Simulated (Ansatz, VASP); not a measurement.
**WSe2 in VASP and in Ansatz**

INCAR

```
PREC = Accurate
ENCUT = 520
EDIFF = 1E-6
ISMEAR = 0
SIGMA = 0.05
LREAL = False
LASPH = True
NELM = 80
ALGO = Normal
ISIF = 2
LWAVE = False
LCHARG = False
GGA = PS
NBANDS = 20
```

Contents of KPOINTS:

```
Automatic mesh
0
Gamma
  9 9 2
```

Contents of POSCAR:

```
WSe2
1.0
    3.3179375931      0.0000000000      0.0000000000
   -1.6589687966      2.8734182438      0.0000000000
    0.0000000000      0.0000000000     16.6581424200
W Se
1 2
Direct
    0.0000000000      0.0000000000      0.0000000000
    0.3585452694      0.6851230848      0.0997865200
    0.3585452694      0.6851230848      0.9002134800
```

Input for Ansatz:

```yaml
crystal:
  lattice:
    - [3.3179375931, 0.0, 0.0]
    - [-1.6589687966, 2.8734182438, 0.0]
    - [0.0, 0.0, 16.65814242]
  atoms:
    - { symbol: W, position: [0.0, 0.0, 0.0] }
    - { symbol: Se, position: [0.3585452694, 0.6851230848, 0.09978652] }
    - { symbol: Se, position: [0.3585452694, 0.6851230848, 0.90021348] }
basis:
  ecutwfc: 420
kpoints:
  mp_grid: { grid: [9, 9, 2] }
hamiltonian:
  xc: pbesol
scf:
  occupations: { method: gaussian, width: 0.05 }
output:
  forces: true
  stress: true
  eigenvalues: true
```

Change from the starting cell: all Se atoms moved +0.075 Å, as atom 2 along Cartesian [1 1 0].

Alike in both runs: task single point; functional PBEsol; k mesh 9 × 9 × 2; occupations gaussian, width 0.05 eV; no spin polarisation.

|  | VASP | Ansatz |
| --- | --- | --- |
| version | VASP 6.6.1 | Ansatz 0.2.0 |
| potentials or method | VASP PAW PBE potentials, release 64 (W_sv, Se), cutoff 520 eV | scalar-relativistic, plane waves, PAW |
| valence electrons in the cell | 26 | 46 |

```csv
,VASP,Ansatz,Ansatz less VASP
gap on the k mesh at the Fermi level (eV),1.51,1.51,+0.003
least direct gap on the mesh (eV),1.51,1.51,+0.003
rms of the force components (eV/Å),0.568,0.566,-0.0019
```

VASP's potentials were made for PBE, not for PBEsol. Atom by atom the forces differ by 0.027 eV/Å (rms over components). VASP's potentials hold 26 valence electrons a cell and Ansatz's 46, so a difference there can come from the potentials and not from the codes.

Neither program's run includes spin-orbit coupling.
